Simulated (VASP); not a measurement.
Ga: single point with PBEsol

Ga:

```xyz
4
Lattice="2.9000 -8.1300 0.0000 1.4500 4.0650 0.0000 0.0000 0.0000 3.1700" Properties=species:S:1:pos:R:3 pbc="T T T"
Ga    1.4876   -2.8551    0.7076
Ga    2.9351   -7.3289    0.7877
Ga    1.5894    2.8841    2.3487
Ga    2.8028   -1.0337    2.5861
```

```json
{"Program": "VASP 6.6.1", "Task": "single point", "Functional": "PBEsol", "Potentials or basis": "VASP PAW PBE potentials, release 64 (Ga_d)", "Cutoff": "520 eV", "k mesh": "4 × 7 × 6", "Occupations": "fermi-dirac, width 0.08 eV", "Spin": "no spin polarisation", "Dipole correction": "no", "Further INCAR settings": "ALGO = Normal; EDIFF = 1e-06; NBANDS = 34"}
```

| Item | Value |
| --- | --- |
| Pressure | 1.1 GPa |
| Largest force | 1.187 eV/Å |
| Band gap on the k mesh | zero (bands 26 and 27 overlap by 4.96 eV) |

Forces on the atoms (eV/Å):
```
Ga   0.150 -0.657  0.432
Ga  -0.082  1.184 -0.012
Ga  -0.951 -0.596 -0.096
Ga   0.883  0.069 -0.324
```

Stress tensor (GPa, compression positive):
```
-2.04  0.00 -0.07
 0.00  3.01 -0.52
-0.07 -0.52  2.41
```

Levels at points of the mesh, in eV from the Fermi level:
```csv
k point,band 23,band 24,band 25,band 26,band 27,band 28,band 29,band 30
"(0.00, 0.00, 0.00)",-5.38,-2.31,-2.16,-1.13,-0.50,2.82,5.91,6.46
"(0.50, 0.00, 0.00)",-3.28,-3.11,0.42,0.66,1.34,1.64,3.09,3.63
"(0.00, 0.00, 0.50)",-3.39,-2.91,-1.84,-1.21,1.03,1.29,1.88,2.46
"(0.50, 0.00, 0.50)",-5.98,-5.36,0.23,0.49,1.07,1.59,3.52,3.72
```

Run time: 74 s on 1 thread of Intel(R) Xeon(R) 6975P-C (Granite Rapids) (shared host), peak memory 0.31 GiB.

Caveat: the stress differs along the axes, from -2 to 3 GPa; the PAW data sets were made with another functional, which shifts forces and pressure a little.
